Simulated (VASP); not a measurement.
# Ca2C (P6_3/mmc) in VASP: further runs

Runs on Ca2C. Level: PBE. Tasks: single point, relaxation of cell and atoms.

Program: VASP 6.6.1. These are calculated values, not measurements. Logs are shortened: lines on timing, memory, paths and dates and some standing lists are left out, and cuts for length are marked.

**1. The cell of the first run**

The structure is hexagonal, space group P6_3/mmc (No. 194). The conventional cell has a = 3.656 Å, b = 3.656 Å, c = 13.409 Å, α = 90.00°, β = 90.00°, γ = 120.00°. Within 3.4 Å of Ca (site symmetry 3m) lie 3 C at 2.55 Å and 1 Ca at 2.87 Å. Within 3.4 Å of C (site symmetry -6m2) lie 6 Ca at 2.55 Å.

**2. Single point, PBE**

File INCAR:

```
PREC = Accurate
ENCUT = 520
EDIFF = 1E-6
ISMEAR = 0
SIGMA = 0.1
LREAL = False
LASPH = True
NELM = 100
ALGO = Normal
ISIF = 2
LWAVE = False
LCHARG = False
GGA = PE
NBANDS = 33
```

File KPOINTS:

```
regular mesh
0
Gamma
  12 12 4
```

File POSCAR:

```
Ca2C
1.0
    3.6562058876      0.0000000000      0.0000000000
   -1.8281029438      3.1663671801      0.0000000000
    0.0000000000      0.0000000000     13.4089847626
Ca C
4 2
Direct
    0.3333333333      0.6666666667      0.6429990959
    0.6666666667      0.3333333333      0.1429990959
    0.3333333333      0.6666666667      0.8570009041
    0.6666666667      0.3333333333      0.3570009041
    0.3333333333      0.6666666667      0.2500000000
    0.6666666667      0.3333333333      0.7500000000
```

Potentials or basis: VASP PAW PBE potentials, release 64 (Ca_sv, C).

Command:

```bash
$ cat potpaw_PBE.64/Ca_sv/POTCAR potpaw_PBE.64/C/POTCAR > POTCAR
$ mpirun -np 1 vasp_std > vasp.out
```

OUTCAR:

```text
PREC = Accurate
   ENCUT = 520
   EDIFF = 1E-6
   ISMEAR = 0
   LREAL = False
   LASPH = True
   NELM = 100
   ISIF = 2
   GGA = PE

 ion  position               nearest neighbor table
   1  0.333  0.667  0.643-   6 2.55   6 2.55   6 2.55   3 2.87
   2  0.667  0.333  0.143-   5 2.55   5 2.55   5 2.55   4 2.87
   3  0.333  0.667  0.857-   6 2.55   6 2.55   6 2.55   1 2.87
   4  0.667  0.333  0.357-   5 2.55   5 2.55   5 2.55   2 2.87
   5  0.333  0.667  0.250-   2 2.55   4 2.55   2 2.55   4 2.55   2 2.55   4 2.55
   6  0.667  0.333  0.750-   1 2.55   3 2.55   1 2.55   3 2.55   1 2.55   3 2.55

  LATTYP: Found a hexagonal cell.
 ALAT       =     3.6562058876
 C/A-ratio  =     3.6674588836

  Lattice vectors:

 A1 = (   3.6562058876,   0.0000000000,   0.0000000000)
 A2 = (  -1.8281029438,   3.1663671801,   0.0000000000)
 A3 = (   0.0000000000,   0.0000000000,  13.4089847626)

Analysis of symmetry for initial positions (statically):
=====================================================================
 Subroutine PRICEL returns:
 Original cell was already a primitive cell.

 Routine SETGRP: Setting up the symmetry group for a
 hexagonal supercell.

 Subroutine GETGRP returns: Found 24 space group operations
 (whereof 12 operations were pure point group operations)
 out of a pool of 24 trial point group operations.

The static configuration has the point symmetry D_3d.
 The point group associated with its full space group is D_6h.

Analysis of symmetry for dynamics (positions and initial velocities):
=====================================================================
 Subroutine PRICEL returns:
 Original cell was already a primitive cell.

 Routine SETGRP: Setting up the symmetry group for a
 hexagonal supercell.

 Subroutine GETGRP returns: Found 24 space group operations
 (whereof 12 operations were pure point group operations)
 out of a pool of 24 trial point group operations.

The dynamic configuration has the point symmetry D_3d.
 The point group associated with its full space group is D_6h.

 Subroutine INISYM returns: Found 24 space group operations
 (whereof 12 operations are pure point group operations),
 and found     1 'primitive' translations

----------------------------------------------------------------------------------------

                                     Primitive cell

  volume of cell :     155.2343

  direct lattice vectors                    reciprocal lattice vectors
     3.656205888  0.000000000  0.000000000     0.273507573  0.157909671  0.000000000
    -1.828102944  3.166367180  0.000000000     0.000000000  0.315819342  0.000000000
     0.000000000  0.000000000 13.408984763     0.000000000  0.000000000  0.074576862

  length of vectors
     3.656205888  3.656205888 13.408984763     0.315819342  0.315819342  0.074576862

  position of ions in fractional coordinates (direct lattice)
     0.333333333  0.666666667  0.642999096
     0.666666667  0.333333333  0.142999096
     0.333333333  0.666666667  0.857000904
     0.666666667  0.333333333  0.357000904
     0.333333333  0.666666667  0.250000000
     0.666666667  0.333333333  0.750000000

  ion indices of the primitive-cell ions
   primitive index   ion index
                 1           1
                 2           2
                 3           3
                 4           4
                 5           5
                 6           6

----------------------------------------------------------------------------------------

 KPOINTS: regular mesh

Automatic generation of k-mesh.
 Grid dimensions read from file:
 generate k-points for:   12   12    4

 Generating k-lattice:

  Cartesian coordinates                     Fractional coordinates (reciprocal lattice)
     0.022792298  0.013159139  0.000000000     0.083333333  0.000000000  0.000000000
     0.000000000  0.026318279  0.000000000     0.000000000  0.083333333  0.000000000
     0.000000000  0.000000000  0.018644215     0.000000000  0.000000000  0.250000000

  Length of vectors
     0.026318279  0.026318279  0.018644215

  Shift w.r.t. Gamma in fractional coordinates (k-lattice)
     0.000000000  0.000000000  0.000000000

 Subroutine IBZKPT returns following result:
 ===========================================

 Found     57 irreducible k-points:

 Following reciprocal coordinates:
            Coordinates               Weight
  0.000000  0.000000  0.000000      1.000000
  0.083333  0.000000  0.000000      6.000000
  0.166667 -0.000000  0.000000      6.000000
  0.250000 -0.000000  0.000000      6.000000
  0.333333 -0.000000  0.000000      6.000000
  0.416667  0.000000  0.000000      6.000000
[... 16 lines left out ...]
  0.250000 -0.000000  0.250000     12.000000
  0.333333 -0.000000  0.250000     12.000000
 [... further k-points ...]
   k-points           NKPTS =     57   k-points in BZ     NKDIM =     57   number of bands    NBANDS=     33
   number of dos      NEDOS =    301   number of ions     NIONS =      6
   total plane-waves  NPLWV =  78400
   dimension x,y,z NGX =    28 NGY =   28 NGZ =  100
   dimension x,y,z NGXF=    56 NGYF=   56 NGZF=  200
   ions per type =               4   2
   NGX,Y,Z   is equivalent  to a cutoff of  12.73, 12.73, 12.40 a.u.
   NGXF,Y,Z  is equivalent  to a cutoff of  25.46, 25.46, 24.80 a.u.
 SYSTEM =  unknown system
   PREC   = accura    normal or accurate (medium, high low for compatibility)
   ISTART =      0    job   : 0-new  1-cont  2-samecut
   ICHARG =      2    charge: 1-file 2-atom 10-const
   ISPIN  =      1    spin polarized calculation?
   LNONCOLLINEAR =      F non collinear calculations
   LSORBIT =      F    spin-orbit coupling
   LASPH  =      T    aspherical Exc in radial PAW
   ENCUT  =  520.0 eV  38.22 Ry    6.18 a.u.   6.80  6.80 24.93*2*pi/ulx,y,z
   NELM   =    100;   NELMIN=  2; NELMDL= -5     # of ELM steps
   EDIFF  = 0.1E-05   stopping-criterion for ELM
   LREAL  =      F    real-space projection
   EDIFFG = 0.1E-04   stopping-criterion for IOM
   NSW    =      0    number of steps for IOM
   IBRION =     -1    ionic relax: 0-MD 1-quasi-New 2-CG
   NFREE  =      0    steps in history (QN), initial steepest desc. (CG)
   ISIF   =      2    stress and relaxation
   ISYM   =      2    0-nonsym 1-usesym 2-fastsym
   POTIM  = 0.5000    time-step for ionic-motion
   TEBEG  =    0.0;   TEEND  =   0.0 temperature during run
   PSTRESS=    0.0 pullay stress
   NELECT =      48.0000    total number of electrons
   NUPDOWN=      -1.0000    fix difference up-down
   EMIN   =  10.00;   EMAX   =-10.00  energy-range for DOS
   EFERMI =   0.00;   METHOD = LEGACY
   ISMEAR =     0;   SIGMA  =   0.10  broadening in eV -4-tet -1-fermi 0-gaus
   EFERMI_NEDOS =   21; number of points for ismear=-14 and -15
   IALGO  =     38    algorithm
   IMIX   =      4    mixing-type and parameters
     AMIX     =   0.40;   BMIX     =  1.00
     AMIX_MAG =   1.60;   BMIX_MAG =  1.00
  volume/ion in A,a.u.               =      25.87       174.60
  Fermi-wavevector in a.u.,A,eV,Ry     =   1.107030  2.091983 16.674143  1.225515
  Thomas-Fermi vector in A             =   2.243539
   LORBIT       =      0    0 simple, 1 ext, 2 COOP (PROOUT), +10 PAW based schemes
   GGA     = PE    functional components
   LHFCALC =     F    Hartree Fock is set to
   AEXX    =    0.0000 exact exchange contribution
   IVDW    =     0    specifies the selected vdW correction
   LEPSILON=     F    determine dielectric tensor
   LRPA    =     F    only Hartree local field effects (RPA)
 non-spin polarized calculation
 Gauss-broadening in eV      SIGMA  =   0.10
  energy-cutoff  :      520.00
  volume of cell :      155.23
 maximum number of plane-waves:      4208
 NGX is ok and might be reduce to    28
   NGX = 13   NGY = 13   NGZ = 49

 number of electron      48.0000006 magnetization

 Free energy of the ion-electron system (eV)
  ---------------------------------------------------
  ext. energy  EPLUGINS =         0.00000000
  ---------------------------------------------------
  free energy    TOTEN  =       -22.75595756 eV

  energy without entropy =      -22.72014154  energy(sigma->0) =      -22.73804955

 E-fermi :   2.2969     XC(G=0):  -8.4588

 val. band max:        2.2962233773   @ k =   0.2500  -0.0000   0.2500
 cond. band min:       2.2969642003   @ k =   0.0833   0.0000   0.5000
 fundamental gap:      0.0007408231
 Fermi energy:         2.2968816778

 k-point     1 :       0.0000    0.0000    0.0000
  band No.  band energies     occupation
      1     -38.1496      2.00000
      2     -38.1480      2.00000
      3     -38.0643      2.00000
      4     -38.0627      2.00000
      5     -19.5872      2.00000
      6     -19.5603      2.00000
[... 25 lines left out ...]
     32       6.2396      0.00000
     33       6.3312      0.00000

 k-point     2 :       0.0833    0.0000    0.0000
  band No.  band energies     occupation
      1     -38.1478      2.00000
      2     -38.1463      2.00000
      3     -38.0627      2.00000
      4     -38.0612      2.00000
      5     -19.5829      2.00000
      6     -19.5569      2.00000
[... 25 lines left out ...]
     32       6.1624      0.00000
     33       6.2098      0.00000

 k-point     3 :       0.1667   -0.0000    0.0000
  band No.  band energies     occupation
      1     -38.1431      2.00000
      2     -38.1417      2.00000
      3     -38.0584      2.00000
      4     -38.0570      2.00000
      5     -19.5709      2.00000
      6     -19.5477      2.00000
[... 25 lines left out ...]
     32       5.9795      0.00000
     33       6.2161      0.00000

 k-point     4 :       0.2500   -0.0000    0.0000
  band No.  band energies     occupation
      1     -38.1367      2.00000
      2     -38.1355      2.00000
      3     -38.0525      2.00000
      4     -38.0513      2.00000
      5     -19.5541      2.00000
      6     -19.5352      2.00000
[... 25 lines left out ...]
     32       5.8396      0.00000
     33       6.0784      0.00000

 k-point     5 :       0.3333   -0.0000    0.0000
  band No.  band energies     occupation
      1     -38.1302      2.00000
      2     -38.1293      2.00000
      3     -38.0466      2.00000
      4     -38.0456      2.00000
      5     -19.5365      2.00000
      6     -19.5225      2.00000
[... 604 lines left out ...]
 k-point    22 :       0.1667   -0.0000    0.2500
  band No.  band energies     occupation
      1     -38.1429      2.00000
      2     -38.1420      2.00000
      3     -38.0582      2.00000
      4     -38.0572      2.00000
      5     -19.5676      2.00000
      6     -19.5513      2.00000
[... 25 lines left out ...]
     32       5.8919      0.00000
     33       6.2852      0.00000

 k-point    23 :       0.2500   -0.0000    0.2500
  band No.  band energies     occupation
      1     -38.1365      2.00000
      2     -38.1357      2.00000
      3     -38.0523      2.00000
      4     -38.0515      2.00000
      5     -19.5514      2.00000
      6     -19.5380      2.00000
[... 25 lines left out ...]
     32       5.6242      0.00000
     33       6.4114      0.00000

 k-point    24 :       0.3333   -0.0000    0.2500
  band No.  band energies     occupation
      1     -38.1301      2.00000
      2     -38.1295      2.00000
      3     -38.0464      2.00000
      4     -38.0458      2.00000
      5     -19.5345      2.00000
      6     -19.5246      2.00000
[... 25 lines left out ...]
     32       5.4190      0.00000
     33       6.2146      0.00000

 [... further k-points ...]

------------------------ aborting loop because EDIFF is reached ----------------------------------------

  FORCE on cell =-STRESS in cart. coord.  units (eV):
  Direction    XX          YY          ZZ          XY          YZ          ZX
  --------------------------------------------------------------------------------------
  -------------------------------------------------------------------------------------
  Total        0.1149861      0.1149861      0.1586518      0.0000000     -0.0000000      0.0000000
  in kB        1.1867745      1.1867745      1.6374491      0.0000000     -0.0000000      0.0000000
  external PRESSURE =       1.3369993 kB  Pullay stress =       0.0000000 kB

 VOLUME and BASIS-vectors are now :
 -----------------------------------------------------------------------------
  energy-cutoff  :      520.00
  volume of cell :      155.23
      direct lattice vectors                 reciprocal lattice vectors
     3.656205888  0.000000000  0.000000000     0.273507573  0.157909671  0.000000000
    -1.828102944  3.166367180  0.000000000     0.000000000  0.315819342  0.000000000
     0.000000000  0.000000000 13.408984763     0.000000000  0.000000000  0.074576862

 POSITION                                       TOTAL-FORCE (eV/Angst)
 -----------------------------------------------------------------------------------
     -0.00000      2.11091      8.62197         0.000000      0.000000     -0.035999
      1.82810      1.05546      1.91747         0.000000      0.000000     -0.035999
     -0.00000      2.11091     11.49151         0.000000     -0.000000      0.035999
      1.82810      1.05546      4.78702        -0.000000      0.000000      0.035999
     -0.00000      2.11091      3.35225        -0.000000      0.000000     -0.000000
      1.82810      1.05546     10.05674         0.000000     -0.000000     -0.000000
 -----------------------------------------------------------------------------------
    total drift:                                0.000000     -0.000000      0.000000

  FREE ENERGIE OF THE ION-ELECTRON SYSTEM (eV)
  ---------------------------------------------------
  free  energy   TOTEN  =       -22.7559575591 eV

  energy  without entropy=      -22.7201415386  energy(sigma->0) =      -22.73804955
```

Run time: 8.8 min. Hardware: 1 thread of Intel Xeon 8259CL, shared host; peak memory 0.4 GiB.

What came out:

```yaml
Free_energy: -22.7560 eV
Pressure: 0.1 GPa
Largest_force: 0.036 eV/Å
Band_gap_on_the_k_mesh: zero (bands 24 and 25 overlap by 0.14 eV)
```

Forces in eV/Å, atoms in the order of the input:
```
Ca   0.000  0.000 -0.036
Ca   0.000  0.000 -0.036
Ca   0.000  0.000  0.036
Ca   0.000  0.000  0.036
C    0.000  0.000  0.000
C    0.000  0.000  0.000
```

Levels at points of the mesh, in eV from the Fermi level:
```csv
k point,band 21,band 22,band 23,band 24,band 25,band 26,band 27,band 28
"(0.00, 0.00, 0.00)",-1.94,-0.08,0.09,0.09,0.11,0.11,1.25,2.23
"(0.50, 0.00, 0.00)",-0.96,-0.81,-0.13,-0.11,0.56,0.56,1.24,1.55
"(0.00, 0.00, 0.50)",-0.93,-0.93,0.10,0.10,0.10,0.10,1.87,1.87
"(0.50, 0.00, 0.50)",-0.88,-0.88,-0.12,-0.12,0.55,0.55,1.41,1.41
```

Caveat: semilocal functionals underestimate gaps, and a narrow one can read as zero.

**3. Relaxation of cell and atoms, PBE**

This run uses another cell than the first one, of 25.77 Å³/atom.

File INCAR:

```
PREC     = Accurate       # precision mode
ENCUT    = 600            # plane-wave cutoff, eV
EDIFF    = 1E-6           # SCF threshold, eV
ISMEAR   = 0              # smearing method
SIGMA    = 0.1            # smearing width, eV
LREAL    = False          # projectors in reciprocal space
LASPH    = True           # aspherical terms in the spheres
NELM     = 80             # most SCF steps
ALGO     = Normal         # electronic algorithm
ISIF     = 3              # what is computed and relaxed
LWAVE    = False          # write WAVECAR
LCHARG   = False          # write CHGCAR
GGA      = PE             # functional
IBRION   = 2              # ionic algorithm
NSW      = 100            # ionic steps
EDIFFG   = -0.01          # ionic threshold
```

File KPOINTS:

```
Automatic mesh
0
Gamma
  12 12 4
```

File POSCAR:

```
Ca2C
1.0
    3.6576413635      0.0000000000      0.0000000000
   -1.8288206817      3.1676103387      0.0000000000
    0.0000000000      0.0000000000     13.3433963058
Ca C
4 2
Direct
    0.3333333333      0.6666666667      0.6424751594
    0.6666666667      0.3333333333      0.1424751594
    0.3333333333      0.6666666667      0.8575248406
    0.6666666667      0.3333333333      0.3575248406
    0.3333333333      0.6666666667      0.2500000000
    0.6666666667      0.3333333333      0.7500000000
```

Potentials or basis: VASP PAW PBE potentials, release 64 (Ca_sv, C).

Command:

```bash
$ cat potpaw_PBE.64/Ca_sv/POTCAR potpaw_PBE.64/C/POTCAR > POTCAR
$ mpirun -np 1 vasp_std > vasp.out
```

Wall time 32 min (1 thread of Intel Xeon 8259CL, shared host); peak memory 0.49 GiB.

The run converged. Its results:

```yaml
Free_energy: -22.7573 eV
Relaxed_volume: 25.91 Å³/atom
Relaxed_cell: a = 3.658 Å, b = 3.658 Å, c = 13.416 Å, α = 90.00°, β = 90.00°, γ = 120.00°
Space_group_after_relaxing_to_0.1_Å: P6_3/mmc (No. 194)
Energy_gained_by_relaxing: 0.1 meV/atom
Ionic_steps: 7
Pressure_after_relaxing: 0.0 GPa
Largest_force_after_relaxing: 0.004 eV/Å
Band_gap_on_the_k_mesh: zero (bands 24 and 25 overlap by 0.15 eV)
```

Forces on the atoms (eV/Å):
```
Ca   0.000  0.000  0.004
Ca   0.000  0.000  0.004
Ca   0.000  0.000 -0.004
Ca   0.000  0.000 -0.004
C    0.000  0.000  0.000
C    0.000  0.000  0.000
```

The path:
```
step  energy change (eV)  largest force (eV/Å)  pressure (GPa)  volume (Å³)
   1              0.0000                0.0153            0.16       154.60
   2             -0.0004                0.0114            0.00       155.18
   3             -0.0004                0.0128           -0.01       155.21
   4             -0.0005                0.0121           -0.01       155.25
   5             -0.0006                0.0105            0.01       155.36
   6             -0.0006                0.0101            0.01       155.39
   7             -0.0007                0.0039            0.01       155.46
```

Final structure:
```cif
data_structure
_symmetry_space_group_name_H-M 'P 1'
_symmetry_Int_Tables_number 1
_cell_length_a 3.6580
_cell_length_b 3.6580
_cell_length_c 13.4156
_cell_angle_alpha 90.000
_cell_angle_beta 90.000
_cell_angle_gamma 120.000
_cell_volume 155.46
loop_
_atom_site_label
_atom_site_type_symbol
_atom_site_fract_x
_atom_site_fract_y
_atom_site_fract_z
_atom_site_occupancy
Ca1 Ca 0.33333 0.66667 0.64270 1
Ca2 Ca 0.66667 0.33333 0.14270 1
Ca3 Ca 0.33333 0.66667 0.85730 1
Ca4 Ca 0.66667 0.33333 0.35730 1
C1 C 0.33333 0.66667 0.25000 1
C2 C 0.66667 0.33333 0.75000 1
```

Levels at points of the mesh, in eV from the Fermi level:
```csv
k point,band 20,band 21,band 22,band 23,band 24,band 25,band 26,band 27,band 28
"(0.00, 0.00, 0.00)",-2.15,-1.95,-0.09,0.10,0.10,0.11,0.11,1.24,2.22
"(0.50, 0.00, 0.00)",-1.93,-0.97,-0.82,-0.13,-0.11,0.55,0.55,1.23,1.53
"(0.00, 0.00, 0.50)",-2.84,-0.93,-0.93,0.10,0.10,0.10,0.10,1.86,1.86
"(0.50, 0.00, 0.50)",-1.98,-0.89,-0.89,-0.12,-0.12,0.54,0.54,1.40,1.40
```

Caveat: semilocal functionals underestimate gaps, and a narrow one can read as zero.
